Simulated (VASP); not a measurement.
# CaO (Fm-3m) in VASP: settings compared

Aim: see how the results for CaO move with the level of theory and the settings. Levels: PBE, RPBE. Tasks: single point.

Everything below comes from runs of VASP 6.6.1. Logs are shortened: lines on timing, memory, paths and dates and some standing lists are left out, and cuts for length are marked.

## 1. The cell of the first run

It takes space group Fm-3m (No. 225, cubic). The conventional cell has a = 4.807 Å, b = 4.807 Å, c = 4.807 Å, α = 90.00°, β = 90.00°, γ = 90.00°. Within 3.2 Å of Ca (site symmetry m-3m) lie 6 O at 2.40 Å. O (site symmetry m-3m) has 6 Ca at 2.40 Å within 3.2 Å.

## 2. Single point, PBE

The input, INCAR:

```
SYSTEM = CaO
PREC = Accurate
ENCUT = 520
EDIFF = 1E-6
ISMEAR = -1
SIGMA = 0.02
LREAL = .False.
LASPH = .True.
NELM = 60
ALGO = Normal
ISIF = 2
LWAVE = .False.
LCHARG = .False.
GGA = PE
NBANDS = 15
```

The input, KPOINTS:

```
Automatic mesh
0
Gamma
  5 5 5
  0 0 0
```

The input, POSCAR:

```
CaO
1.0
    0.0000000000      2.4035556960      2.4035556960
    2.4035556960      0.0000000000      2.4035556960
    2.4035556960      2.4035556960      0.0000000000
Ca O
1 1
Direct
    0.0000000000      0.0000000000      0.0000000000
    0.5000000000      0.5000000000      0.5000000000
```

Potentials or basis: VASP PAW PBE potentials, release 64 (Ca_sv, O).

Started as:

```console
$ cat potpaw_PBE.64/Ca_sv/POTCAR potpaw_PBE.64/O/POTCAR > POTCAR
$ mpirun -np 1 vasp_std > vasp.out
```

OUTCAR:

```text
SYSTEM = CaO
   PREC = Accurate
   ENCUT = 520
   EDIFF = 1E-6
   ISMEAR = -1
   LREAL = .False.
   LASPH = .True.
   NELM = 60
   ISIF = 2
   GGA = PE

 ion  position               nearest neighbor table
   1  0.000  0.000  0.000-   2 2.40   2 2.40   2 2.40   2 2.40   2 2.40   2 2.40
   2  0.500  0.500  0.500-   1 2.40   1 2.40   1 2.40   1 2.40   1 2.40   1 2.40

  LATTYP: Found a face centered cubic cell.
 ALAT       =     4.8071113920

  Lattice vectors:

 A1 = (   0.0000000000,   2.4035556960,   2.4035556960)
 A2 = (   2.4035556960,   0.0000000000,   2.4035556960)
 A3 = (   2.4035556960,   2.4035556960,   0.0000000000)

Analysis of symmetry for initial positions (statically):
=====================================================================
 Subroutine PRICEL returns:
 Original cell was already a primitive cell.

 Routine SETGRP: Setting up the symmetry group for a
 face centered cubic supercell.

 Subroutine GETGRP returns: Found 48 space group operations
 (whereof 48 operations were pure point group operations)
 out of a pool of 48 trial point group operations.

The static configuration has the point symmetry O_h .

Analysis of symmetry for dynamics (positions and initial velocities):
=====================================================================
 Subroutine PRICEL returns:
 Original cell was already a primitive cell.

 Routine SETGRP: Setting up the symmetry group for a
 face centered cubic supercell.

 Subroutine GETGRP returns: Found 48 space group operations
 (whereof 48 operations were pure point group operations)
 out of a pool of 48 trial point group operations.

The dynamic configuration has the point symmetry O_h .

 Subroutine INISYM returns: Found 48 space group operations
 (whereof 48 operations are pure point group operations),
 and found     1 'primitive' translations

----------------------------------------------------------------------------------------

                                     Primitive cell

  volume of cell :      27.7711

  direct lattice vectors                    reciprocal lattice vectors
     0.000000000  2.403555696  2.403555696    -0.208025136  0.208025136  0.208025136
     2.403555696  0.000000000  2.403555696     0.208025136 -0.208025136  0.208025136
     2.403555696  2.403555696  0.000000000     0.208025136  0.208025136 -0.208025136

  length of vectors
     3.399141063  3.399141063  3.399141063     0.360310104  0.360310104  0.360310104

  position of ions in fractional coordinates (direct lattice)
     0.000000000  0.000000000  0.000000000
     0.500000000  0.500000000  0.500000000

  ion indices of the primitive-cell ions
   primitive index   ion index
                 1           1
                 2           2

----------------------------------------------------------------------------------------

 KPOINTS: Automatic mesh

Automatic generation of k-mesh.
 Grid dimensions read from file:
 generate k-points for:    5    5    5

 Generating k-lattice:

  Cartesian coordinates                     Fractional coordinates (reciprocal lattice)
    -0.041605027  0.041605027  0.041605027     0.200000000  0.000000000  0.000000000
     0.041605027 -0.041605027  0.041605027     0.000000000  0.200000000  0.000000000
     0.041605027  0.041605027 -0.041605027     0.000000000  0.000000000  0.200000000

  Length of vectors
     0.072062021  0.072062021  0.072062021

  Shift w.r.t. Gamma in fractional coordinates (k-lattice)
     0.000000000  0.000000000  0.000000000

 Subroutine IBZKPT returns following result:
 ===========================================

 Found     10 irreducible k-points:

 Following reciprocal coordinates:
            Coordinates               Weight
  0.000000  0.000000  0.000000      1.000000
  0.200000  0.000000  0.000000      8.000000
  0.400000  0.000000  0.000000      8.000000
  0.200000  0.200000  0.000000      6.000000
  0.400000  0.200000  0.000000     24.000000
 -0.400000  0.200000  0.000000     24.000000
 -0.200000  0.200000  0.000000     12.000000
  0.400000  0.400000  0.000000      6.000000
 -0.400000  0.400000  0.000000     12.000000
 -0.400000  0.400000  0.200000     24.000000
   k-points           NKPTS =     10   k-points in BZ     NKDIM =     10   number of bands    NBANDS=     15
   number of dos      NEDOS =    301   number of ions     NIONS =      2
   total plane-waves  NPLWV =  21952
   dimension x,y,z NGX =    28 NGY =   28 NGZ =   28
   dimension x,y,z NGXF=    56 NGYF=   56 NGZF=   56
   ions per type =               1   1
   NGX,Y,Z   is equivalent  to a cutoff of  13.69, 13.69, 13.69 a.u.
   NGXF,Y,Z  is equivalent  to a cutoff of  27.39, 27.39, 27.39 a.u.
 SYSTEM =  CaO
   PREC   = accura    normal or accurate (medium, high low for compatibility)
   ISTART =      0    job   : 0-new  1-cont  2-samecut
   ICHARG =      2    charge: 1-file 2-atom 10-const
   ISPIN  =      1    spin polarized calculation?
   LNONCOLLINEAR =      F non collinear calculations
   LSORBIT =      F    spin-orbit coupling
   LASPH  =      T    aspherical Exc in radial PAW
   ENCUT  =  520.0 eV  38.22 Ry    6.18 a.u.   6.32  6.32  6.32*2*pi/ulx,y,z
   NELM   =     60;   NELMIN=  2; NELMDL= -5     # of ELM steps
   EDIFF  = 0.1E-05   stopping-criterion for ELM
   LREAL  =      F    real-space projection
   EDIFFG = 0.1E-04   stopping-criterion for IOM
   NSW    =      0    number of steps for IOM
   IBRION =     -1    ionic relax: 0-MD 1-quasi-New 2-CG
   NFREE  =      0    steps in history (QN), initial steepest desc. (CG)
   ISIF   =      2    stress and relaxation
   ISYM   =      2    0-nonsym 1-usesym 2-fastsym
   POTIM  = 0.5000    time-step for ionic-motion
   TEBEG  =    0.0;   TEEND  =   0.0 temperature during run
   PSTRESS=    0.0 pullay stress
   NELECT =      16.0000    total number of electrons
   NUPDOWN=      -1.0000    fix difference up-down
   EMIN   =  10.00;   EMAX   =-10.00  energy-range for DOS
   EFERMI =   0.00;   METHOD = LEGACY
   ISMEAR =    -1;   SIGMA  =   0.02  broadening in eV -4-tet -1-fermi 0-gaus
   EFERMI_NEDOS =   21; number of points for ismear=-14 and -15
   IALGO  =     38    algorithm
   IMIX   =      4    mixing-type and parameters
     AMIX     =   0.40;   BMIX     =  1.00
     AMIX_MAG =   1.60;   BMIX_MAG =  1.00
  volume/ion in A,a.u.               =      13.89        93.70
  Fermi-wavevector in a.u.,A,eV,Ry     =   1.362231  2.574243 25.247954  1.855672
  Thomas-Fermi vector in A             =   2.488738
   LORBIT       =      0    0 simple, 1 ext, 2 COOP (PROOUT), +10 PAW based schemes
   GGA     = PE    functional components
   LHFCALC =     F    Hartree Fock is set to
   AEXX    =    0.0000 exact exchange contribution
   IVDW    =     0    specifies the selected vdW correction
   LEPSILON=     F    determine dielectric tensor
   LRPA    =     F    only Hartree local field effects (RPA)
 non-spin polarized calculation
  energy-cutoff  :      520.00
  volume of cell :       27.77
 maximum number of plane-waves:       763
 NGX is ok and might be reduce to    28
   NGX = 13   NGY = 13   NGZ = 13

 number of electron      15.9999997 magnetization

 Free energy of the ion-electron system (eV)
  ---------------------------------------------------
  ext. energy  EPLUGINS =         0.00000000
  ---------------------------------------------------
  free energy    TOTEN  =       -12.80069548 eV

  energy without entropy =      -12.80069548  energy(sigma->0) =      -12.80069548

 E-fermi :   2.9175     XC(G=0): -10.4729

 val. band max:        2.3493624761   @ k =   0.0000   0.0000   0.0000
 cond. band min:       6.1655519827   @ k =   0.4000   0.4000   0.0000
 fundamental gap:      3.8161895066
 Fermi energy:         2.9174560698

 k-point     1 :       0.0000    0.0000    0.0000
  band No.  band energies     occupation
      1     -35.2918      2.00000
      2     -16.0560      2.00000
      3     -16.0560      2.00000
      4     -16.0560      2.00000
      5     -13.1819      2.00000
      6       2.3494      2.00000
      7       2.3494      2.00000
      8       2.3494      2.00000
      9       7.0577      0.00000
     10       8.5716      0.00000
     11       8.5716      0.00000
     12       8.5716      0.00000
     13      10.0744      0.00000
     14      10.0744      0.00000
     15      17.4174      0.00000

 k-point     2 :       0.2000    0.0000    0.0000
  band No.  band energies     occupation
      1     -35.2566      2.00000
      2     -16.5157      2.00000
      3     -16.0748      2.00000
      4     -16.0748      2.00000
      5     -12.6968      2.00000
      6       1.2181      2.00000
      7       1.8764      2.00000
      8       1.8764      2.00000
      9       8.4471      0.00000
     10       8.6770      0.00000
     11       9.2146      0.00000
     12       9.2146      0.00000
     13      10.9368      0.00000
     14      10.9368      0.00000
     15      18.3857      0.00000

 k-point     3 :       0.4000    0.0000    0.0000
  band No.  band energies     occupation
      1     -35.1989      2.00000
      2     -17.0839      2.00000
      3     -16.1047      2.00000
      4     -16.1047      2.00000
      5     -12.0809      2.00000
      6      -0.0950      2.00000
      7       1.2438      2.00000
      8       1.2438      2.00000
      9       9.1605      0.00000
     10      10.4546      0.00000
     11      10.4546      0.00000
     12      10.5863      0.00000
     13      12.4449      0.00000
     14      12.4449      0.00000
     15      16.9376      0.00000

 k-point     4 :       0.2000    0.2000    0.0000
  band No.  band energies     occupation
      1     -35.2453      2.00000
      2     -16.4710      2.00000
      3     -16.1347      2.00000
      4     -16.1347      2.00000
      5     -12.7146      2.00000
      6       0.8982      2.00000
      7       2.1127      2.00000
      8       2.1127      2.00000
      9       7.4494      0.00000
     10       8.4909      0.00000
     11       9.8729      0.00000
     12       9.8729      0.00000
     13      10.4431      0.00000
     14      11.8228      0.00000
     15      19.1454      0.00000

 k-point     5 :       0.4000    0.2000    0.0000
  band No.  band energies     occupation
      1     -35.1958      2.00000
      2     -16.8232      2.00000
      3     -16.2024      2.00000
      4     -16.1779      2.00000
      5     -12.4215      2.00000
      6       0.4438      2.00000
      7       1.4600      2.00000
      8       1.6829      2.00000
      9       7.5830      0.00000
     10       9.9716      0.00000
     11      10.8402      0.00000
     12      10.8923      0.00000
     13      11.5067      0.00000
     14      12.9773      0.00000
     15      17.7199      0.00000

 k-point     6 :      -0.4000    0.2000    0.0000
  band No.  band energies     occupation
      1     -35.1764      2.00000
      2     -16.9706      2.00000
      3     -16.2952      2.00000
      4     -16.1453      2.00000
      5     -12.2218      2.00000
      6       0.2002      2.00000
      7       1.2373      2.00000
      8       1.2568      2.00000
      9       9.0765      0.00000
     10       9.4996      0.00000
     11      10.7852      0.00000
     12      11.2755      0.00000
     13      12.6537      0.00000
     14      14.0533      0.00000
     15      16.2663      0.00000

 k-point     7 :      -0.2000    0.2000    0.0000
  band No.  band energies     occupation
      1     -35.2142      2.00000
      2     -16.7888      2.00000
      3     -16.2320      2.00000
      4     -16.0814      2.00000
      5     -12.3632      2.00000
      6       0.4498      2.00000
      7       1.3601      2.00000
      8       1.7315      2.00000
      9       8.5049      0.00000
     10       9.5015      0.00000
     11       9.6756      0.00000
     12      10.4848      0.00000
     13      11.9744      0.00000
     14      12.2307      0.00000
     15      18.3190      0.00000

 k-point     8 :       0.4000    0.4000    0.0000
  band No.  band energies     occupation
      1     -35.1711      2.00000
      2     -16.6693      2.00000
      3     -16.2618      2.00000
      4     -16.2618      2.00000
      5     -12.8303      2.00000
      6       0.8478      2.00000
      7       1.9761      2.00000
      8       1.9761      2.00000
      9       6.1656      0.00000
     10      10.1557      0.00000
     11      11.1121      0.00000
     12      11.6417      0.00000
     13      11.6417      0.00000
     14      13.2058      0.00000
     15      16.9960      0.00000

 k-point     9 :      -0.4000    0.4000    0.0000
  band No.  band energies     occupation
      1     -35.1591      2.00000
      2     -16.5881      2.00000
      3     -16.5207      2.00000
      4     -16.2421      2.00000
      5     -12.6825      2.00000
      6       1.1038      2.00000
      7       1.2766      2.00000
      8       1.6851      2.00000
      9       7.0061      0.00000
     10      10.7163      0.00000
     11      10.7887      0.00000
     12      11.5635      0.00000
     13      11.8240      0.00000
     14      14.9122      0.00000
     15      15.8860      0.00000

 k-point    10 :      -0.4000    0.4000    0.2000
  band No.  band energies     occupation
      1     -35.1657      2.00000
      2     -16.7220      2.00000
      3     -16.3880      2.00000
      4     -16.2817      2.00000
      5     -12.4906      2.00000
      6       0.7492      2.00000
      7       1.3079      2.00000
      8       1.4523      2.00000
      9       7.9901      0.00000
     10       9.5792      0.00000
     11      10.8232      0.00000
     12      11.5467      0.00000
     13      12.2674      0.00000
     14      14.7902      0.00000
     15      16.7558      0.00000

------------------------ aborting loop because EDIFF is reached ----------------------------------------

  FORCE on cell =-STRESS in cart. coord.  units (eV):
  Direction    XX          YY          ZZ          XY          YZ          ZX
  --------------------------------------------------------------------------------------
  -------------------------------------------------------------------------------------
  Total        0.3781482      0.3781482      0.3781482      0.0000000      0.0000000      0.0000000
  in kB       21.8162477     21.8162477     21.8162477      0.0000000      0.0000000      0.0000000
  external PRESSURE =      21.8162477 kB  Pullay stress =       0.0000000 kB

 VOLUME and BASIS-vectors are now :
 -----------------------------------------------------------------------------
  energy-cutoff  :      520.00
  volume of cell :       27.77
      direct lattice vectors                 reciprocal lattice vectors
     0.000000000  2.403555696  2.403555696    -0.208025136  0.208025136  0.208025136
     2.403555696  0.000000000  2.403555696     0.208025136 -0.208025136  0.208025136
     2.403555696  2.403555696  0.000000000     0.208025136  0.208025136 -0.208025136

 POSITION                                       TOTAL-FORCE (eV/Angst)
 -----------------------------------------------------------------------------------
      0.00000      0.00000      0.00000         0.000000      0.000000      0.000000
      2.40356      2.40356      2.40356        -0.000000     -0.000000     -0.000000
 -----------------------------------------------------------------------------------
    total drift:                                0.000000      0.000000      0.000000

  FREE ENERGIE OF THE ION-ELECTRON SYSTEM (eV)
  ---------------------------------------------------
  free  energy   TOTEN  =       -12.8006954839 eV

  energy  without entropy=      -12.8006954839  energy(sigma->0) =      -12.80069548
```

It took 5.3 s on 1 thread of AMD EPYC 7R13 (Zen 3), shared host; peak memory 0.12 GiB.

What came out:

```yaml
Free_energy: -12.8007 eV
Pressure: 2.2 GPa
Band_gap_on_the_k_mesh: 3.82 eV, indirect (least direct gap 4.19 eV)
```

Caveat: the k points lie up to 0.45 Å⁻¹ apart. A k mesh can miss the band edges.

## 3. Single point, PBE

The input, INCAR:

```
PREC     = Accurate       # precision mode
ENCUT    = 520            # plane-wave cutoff, eV
EDIFF    = 1E-7           # SCF threshold, eV
ISMEAR   = 0              # smearing method
SIGMA    = 0.012          # smearing width, eV
LREAL    = F              # projectors in reciprocal space
LASPH    = T              # aspherical terms in the spheres
NELM     = 80             # most SCF steps
ALGO     = Normal         # electronic algorithm
ISIF     = 2              # what is computed and relaxed
LWAVE    = F              # write WAVECAR
LCHARG   = F              # write CHGCAR
GGA      = PE             # functional
NBANDS   = 15             # bands
```

The input, KPOINTS:

```
regular mesh
0
Gamma
  10 10 10
```

POSCAR is that of step 2.

Potentials or basis: VASP PAW PBE potentials, release 64 (Ca_sv, O).

Started as:

```console
$ cat potpaw_PBE.64/Ca_sv/POTCAR potpaw_PBE.64/O/POTCAR > POTCAR
$ mpirun -np 1 vasp_std > vasp.out
```

Run time: 19 s. Hardware: 1 thread of Intel Xeon Platinum 8375C at 2.90GHz (Ice Lake), shared host; peak memory 0.16 GiB.

The run converged. Its results:

| Quantity | Value |
| --- | --- |
| Free energy | -12.8014 eV |
| Pressure | 2.2 GPa |
| Band gap on the k mesh | 3.64 eV, indirect (least direct gap 4.01 eV) |

Levels at points of the mesh, in eV from the valence-band top:
```tsv
k point	band 6	band 7	band 8	band 9	band 10	band 11
(0.00, 0.00, 0.00)	0.00	0.00	0.00	4.71	6.22	6.22
(0.50, 0.00, 0.00)	-2.64	-1.20	-1.20	7.05	8.35	8.35
(0.50, 0.50, 0.00)	-1.30	-0.37	-0.37	3.64	8.04	8.89
```

A k mesh can miss the band edges. Expect the measured gap to be larger: semilocal functionals such as PBE lack the derivative discontinuity.

(Continued in part 2 of 2.)
